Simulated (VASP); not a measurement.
# MgO (Pmm2) in VASP: notebook

The runs below take MgO through single point, with PBE.

Everything below comes from runs of VASP 6.6.1. Logs are shortened: lines on timing, memory, paths and dates and some standing lists are left out, and cuts for length are marked.

## Step 1: The cell of the first run

The structure is orthorhombic, space group Pmm2 (No. 25). The conventional cell has a = 5.634 Å, b = 5.634 Å, c = 5.634 Å, α = 90.00°, β = 90.00°, γ = 90.00°. Mg (site symmetry m) has 4 O at 1.98 to 2.01 Å within 2.6 Å. Within 2.5 Å of Mg (site symmetry m) lie 4 O at 1.90 to 2.09 Å. Mg (site symmetry mm2) has 4 O at 1.78 to 2.14 Å within 2.4 Å. Within 2.5 Å of Mg (site symmetry mm2) lie 4 O at 1.85 to 2.23 Å. Within 2.4 Å of O (site symmetry m) lie 4 Mg at 1.78 to 2.23 Å. O (site symmetry m) has 4 Mg at 1.85 to 2.14 Å within 2.5 Å. O (site symmetry mm2) has 4 Mg at 1.90 to 1.98 Å within 2.5 Å. Within 2.7 Å of O (site symmetry mm2) lie 4 Mg at 2.01 to 2.09 Å.

## Step 2: Single point, PBE (atoms displaced along a vibrational mode)

Contents of INCAR:

```
SYSTEM = MgO
PREC = Accurate ; ENCUT = 520
EDIFF = 1E-6 ; ISMEAR = 0
SIGMA = 0.05 ; LREAL = .FALSE.
LASPH = .TRUE. ; NELM = 100
ALGO = Normal ; ISIF = 2
LWAVE = .FALSE. ; LCHARG = .FALSE.
GGA = PE ; NBANDS = 36
```

Contents of KPOINTS:

```
regular mesh
0
G
  4 4 4
  0 0 0
```

Contents of POSCAR:

```
MgO
1.0
    5.6335409551      0.0000000000      0.0000000000
    0.0000000000      5.6335409551      0.0000000000
    0.0000000000      0.0000000000      5.6335409551
Mg O
6 6
Direct
    0.2500000000     -0.0123161934      0.5000000000
    0.0000000000      0.5143100442      0.2500000000
    0.5000000000      0.7249713367      0.0000000000
    0.7500000000     -0.0123161934      0.5000000000
    0.0000000000      0.5143100442      0.7500000000
    0.5000000000      0.2249713367      0.0000000000
    0.2500000000      0.5323434334      0.0000000000
    0.5000000000      0.0114738755      0.2500000000
    0.0000000000      0.7411761981      0.5000000000
    0.7500000000      0.5323434334      0.0000000000
    0.5000000000      0.0114738755      0.7500000000
    0.0000000000      0.2411761981      0.5000000000
```

Potentials or basis: VASP PAW PBE potentials, release 64 (Mg, O).

Command:

```sh
$ cat potpaw_PBE.64/Mg/POTCAR potpaw_PBE.64/O/POTCAR > POTCAR
$ mpirun -np 1 vasp_std > vasp.out
```

OUTCAR:

```text
SYSTEM = MgO
   PREC = Accurate
   ENCUT = 520
   EDIFF = 1E-6
   ISMEAR = 0
   LREAL = .FALSE.
   LASPH = .TRUE.
   NELM = 100
   ISIF = 2
   GGA = PE

 ion  position               nearest neighbor table
   1  0.250  0.988  0.500-   9 1.98   8 2.00  11 2.00  12 2.01   4 2.82   4 2.82   5 3.33   2 3.33
                             6 3.42   6 3.42   3 3.48   3 3.48   2 3.57   5 3.57
   2  0.000  0.514  0.250-   9 1.90   7 1.99  10 1.99  12 2.09   5 2.82   5 2.82   1 3.33   4 3.33
                             3 3.37   3 3.37   6 3.55   6 3.55   1 3.57   4 3.57
   3  0.500  0.725  0.000-   7 1.78  10 1.78   8 2.14  11 2.14   6 2.82   6 2.82   2 3.37   5 3.37
                             2 3.37   5 3.37   4 3.48   1 3.48   4 3.48   1 3.48
   4  0.750  0.988  0.500-   9 1.98   8 2.00  11 2.00  12 2.01   1 2.82   1 2.82   5 3.33   2 3.33
                             6 3.42   6 3.42   3 3.48   3 3.48   2 3.57   5 3.57
   5  0.000  0.514  0.750-   9 1.90   7 1.99  10 1.99  12 2.09   2 2.82   2 2.82   4 3.33   1 3.33
                             3 3.37   3 3.37   6 3.55   6 3.55   1 3.57   4 3.57
   6  0.500  0.225  0.000-   8 1.85  11 1.85  10 2.23   7 2.23   3 2.82   3 2.82   4 3.42   1 3.42
                             4 3.42   1 3.42   5 3.55   2 3.55   2 3.55   5 3.55
   7  0.250  0.532  0.000-   3 1.78   2 1.99   5 1.99   6 2.23
   8  0.500  0.011  0.250-   6 1.85   4 2.00   1 2.00   3 2.14
   9  0.000  0.741  0.500-   2 1.90   5 1.90   4 1.98   1 1.98
  10  0.750  0.532  0.000-   3 1.78   2 1.99   5 1.99   6 2.23
  11  0.500  0.011  0.750-   6 1.85   4 2.00   1 2.00   3 2.14
  12  0.000  0.241  0.500-   1 2.01   4 2.01   2 2.09   5 2.09

  LATTYP: Found a simple cubic cell.
 ALAT       =     5.6335409551

  Lattice vectors:

 A1 = (   5.6335409551,   0.0000000000,   0.0000000000)
 A2 = (   0.0000000000,   5.6335409551,   0.0000000000)
 A3 = (   0.0000000000,   0.0000000000,   5.6335409551)

Analysis of symmetry for initial positions (statically):
=====================================================================
 Subroutine PRICEL returns:
 Original cell was already a primitive cell.

 Routine SETGRP: Setting up the symmetry group for a
 simple cubic supercell.

 Subroutine GETGRP returns: Found  4 space group operations
 (whereof  4 operations were pure point group operations)
 out of a pool of 48 trial point group operations.

The static configuration has the point symmetry C_2v.

Analysis of symmetry for dynamics (positions and initial velocities):
=====================================================================
 Subroutine PRICEL returns:
 Original cell was already a primitive cell.

 Routine SETGRP: Setting up the symmetry group for a
 simple cubic supercell.

[... 140 lines left out ...]
   EFERMI_NEDOS =   21; number of points for ismear=-14 and -15
   IALGO  =     38    algorithm
   IMIX   =      4    mixing-type and parameters
     AMIX     =   0.40;   BMIX     =  1.00
     AMIX_MAG =   1.60;   BMIX_MAG =  1.00
  volume/ion in A,a.u.               =      14.90       100.54
  Fermi-wavevector in a.u.,A,eV,Ry     =   1.056105  1.995749 15.175365  1.115358
  Thomas-Fermi vector in A             =   2.191328
   LORBIT       =      0    0 simple, 1 ext, 2 COOP (PROOUT), +10 PAW based schemes
   GGA     = PE    functional components
   LHFCALC =     F    Hartree Fock is set to
   AEXX    =    0.0000 exact exchange contribution
   IVDW    =     0    specifies the selected vdW correction
   LEPSILON=     F    determine dielectric tensor
   LRPA    =     F    only Hartree local field effects (RPA)
 non-spin polarized calculation
 Gauss-broadening in eV      SIGMA  =   0.05
  energy-cutoff  :      520.00
  volume of cell :      178.79
 maximum number of plane-waves:      4842
 NGX is ok and might be reduce to    42
   NGX = 21   NGY = 21   NGZ = 21

 number of electron      47.9999962 magnetization

 Free energy of the ion-electron system (eV)
  ---------------------------------------------------
  ext. energy  EPLUGINS =         0.00000000
  ---------------------------------------------------
  free energy    TOTEN  =       -68.72360682 eV

  energy without entropy =      -68.72360682  energy(sigma->0) =      -68.72360682

 E-fermi :   0.1232     XC(G=0):  -8.3913

 val. band max:       -0.1075531049   @ k =   0.5000   0.5000   0.0000
 cond. band min:       2.6944159748   @ k =   0.0000   0.0000   0.0000
 fundamental gap:      2.8019690797
 Fermi energy:         0.1231785182

 k-point     1 :       0.0000    0.0000    0.0000
  band No.  band energies     occupation
      1     -16.3165      2.00000
      2     -15.9512      2.00000
      3     -15.8026      2.00000
      4     -15.4192      2.00000
      5     -15.3535      2.00000
      6     -15.1432      2.00000
[... 925 lines left out ...]
     35      10.7436      0.00000
     36      10.8204      0.00000

 [... further k-points ...]

------------------------ aborting loop because EDIFF is reached ----------------------------------------

  FORCE on cell =-STRESS in cart. coord.  units (eV):
  Direction    XX          YY          ZZ          XY          YZ          ZX
  --------------------------------------------------------------------------------------
  -------------------------------------------------------------------------------------
  Total        3.9650978      2.4774977      1.7078674      0.0000000      0.0000000      0.0000000
  in kB       35.5320380     22.2013548     15.3045433      0.0000000      0.0000000      0.0000000
  external PRESSURE =      24.3459787 kB  Pullay stress =       0.0000000 kB

 VOLUME and BASIS-vectors are now :
 -----------------------------------------------------------------------------
  energy-cutoff  :      520.00
  volume of cell :      178.79
      direct lattice vectors                 reciprocal lattice vectors
     5.633540955  0.000000000  0.000000000     0.177508251  0.000000000  0.000000000
     0.000000000  5.633540955  0.000000000     0.000000000  0.177508251  0.000000000
     0.000000000  0.000000000  5.633540955     0.000000000  0.000000000  0.177508251

 POSITION                                       TOTAL-FORCE (eV/Angst)
 -----------------------------------------------------------------------------------
      1.40839      5.56416      2.81677         0.057714      0.738236      0.000000
      0.00000      2.89739      1.40839        -0.000000     -0.990407     -0.302743
      2.81677      4.08416      0.00000        -0.000000      4.033090      0.000000
      4.22516      5.56416      2.81677        -0.057714      0.738236      0.000000
      0.00000      2.89739      4.22516        -0.000000     -0.990407      0.302743
      2.81677      1.26739      0.00000        -0.000000      2.559310      0.000000
      1.40839      2.99898      0.00000        -1.579214     -2.383526      0.000000
      2.81677      0.06464      1.40839        -0.000000     -1.387016      0.645751
      0.00000      4.17545      2.81677        -0.000000      0.890510      0.000000
      4.22516      2.99898      0.00000         1.579214     -2.383526      0.000000
      2.81677      0.06464      4.22516        -0.000000     -1.387016     -0.645751
      0.00000      1.35868      2.81677        -0.000000      0.562517      0.000000
 -----------------------------------------------------------------------------------
    total drift:                                0.000000      0.000979      0.000002

  FREE ENERGIE OF THE ION-ELECTRON SYSTEM (eV)
  ---------------------------------------------------
  free  energy   TOTEN  =       -68.7236068202 eV

  energy  without entropy=      -68.7236068202  energy(sigma->0) =      -68.72360682
```

stdout:

```text
POSCAR found type information on POSCAR MgO
 POSCAR found :  2 types and      12 ions
 scaLAPACK will be used
 LDA part: xc-table for (Slater+PW92), standard interpolation
 POSCAR, INCAR and KPOINTS ok, starting setup
 FFT: planning ... GRIDC
 FFT: planning ... GRID_SOFT
 FFT: planning ... GRID
 WAVECAR not read
 entering main loop
```

It took 1.7 min on 1 thread of Intel Xeon 6975P-C (Granite Rapids), shared host; peak memory 0.32 GiB.

Results:

- Free energy: -68.7236 eV
- Pressure: 2.4 GPa
- Largest force: 4.033 eV/Å
- Band gap on the k mesh: 2.80 eV

Forces on the atoms (eV/Å):
```
Mg   0.058  0.738  0.000
Mg   0.000 -0.990 -0.303
Mg   0.000  4.033  0.000
Mg  -0.058  0.738  0.000
Mg   0.000 -0.990  0.303
Mg   0.000  2.559  0.000
O   -1.579 -2.384  0.000
O    0.000 -1.387  0.646
O    0.000  0.891  0.000
O    1.579 -2.384  0.000
O    0.000 -1.387 -0.646
O    0.000  0.563  0.000
```

Stress tensor (GPa, compression positive):
```
3.55 0.00 0.00
0.00 2.22 0.00
0.00 0.00 1.53
```

Caveat: the cell differs from its parent crystal (atoms displaced along a vibrational mode); forces of over 1 eV/Å act on the atoms, so gaps and moduli don't describe the material at rest.

(Part 1 of 2 ends here.)
